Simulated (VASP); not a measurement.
Input of a VASP 6.6.1 run:

File INCAR:

```
SYSTEM = Nb
  ALGO = Normal
  EDIFF = 1E-6
  ENCUT = 520
  GGA = PS
  ISIF = 2
  ISMEAR = -1
  LASPH = .TRUE.
  LCHARG = .FALSE.
  LREAL = .FALSE.
  LWAVE = .FALSE.
  NBANDS = 12
  NELM = 80
  PREC = Accurate
  SIGMA = 0.08
```

KPOINTS

```
k-points
0
G
  13 13 13
  0 0 0
```

File POSCAR:

```
Nb
1.0
    0.0000000000      2.1564811194      2.1564811194
    2.1564811194      0.0000000000      2.1564811194
    2.1564811194      2.1564811194      0.0000000000
Nb
1
Direct
    0.0000000000      0.0000000000      0.0000000000
```

Potentials or basis: VASP PAW PBE potentials, release 64 (Nb_sv).

Launch:

```bash
$ cat potpaw_PBE.64/Nb_sv/POTCAR > POTCAR
$ mpirun -np 1 vasp_std > vasp.out
```

Problem. Predict the pressure.

Solution. -14.8 GPa.

Caveat: the PAW data sets were made with another functional, which shifts forces and pressure a little.
